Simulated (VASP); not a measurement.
Write the native input for VASP 6.6.1 that does the following.

```
Task                   : single point
Functional             : revPBE
Potentials or basis    : VASP PAW PBE potentials, release 64 (Re_sv_GW)
Cutoff                 : 500 eV
k mesh                 : 14 × 14 × 14
Occupations            : fermi-dirac, width 0.1 eV
Spin                   : no spin polarisation
Dipole correction      : no
Second run             : valence_matched
Further INCAR settings : ALGO = Normal; EDIFF = 1e-06; NBANDS = 14
```

The structure of Re lies in POSCAR:

```
Re
1.0
    2.5881583674      0.0000000000      0.0000000000
    0.0000000000      2.5881583674      0.0000000000
    0.0000000000      0.0000000000      2.5881583674
Re
1
Direct
    0.0000000000      0.0000000000      0.0000000000
```

One way to write it, as run:

INCAR

```
SYSTEM = Re
  ALGO = Normal
  EDIFF = 1E-6
  ENCUT = 500
  GGA = RE
  GGA_COMPAT = .False.
  ISIF = 2
  ISMEAR = -1
  LASPH = .True.
  LCHARG = .False.
  LREAL = .False.
  LWAVE = .False.
  NBANDS = 14
  NELM = 120
  PREC = Accurate
  SIGMA = 0.1
```

KPOINTS

```
k-points
0
Gamma
  14 14 14
  0 0 0
```

Potentials or basis: VASP PAW PBE potentials, release 64 (Re_sv_GW).

Launch:

```bash
$ cat potpaw_PBE.64/Re_sv_GW/POTCAR > POTCAR
$ mpirun -np 1 vasp_std > vasp.out
```

It gave:

```yaml
Pressure: -2.8 GPa
```

Caveat: the PAW data sets were made with another functional, which shifts forces and pressure a little.

Wall time 21 s on 1 thread of Intel(R) Xeon(R) Platinum 8259CL CPU @ 2.50GHz (Skylake/Cascade Lake), with other jobs on the host, peak memory 0.15 GiB.
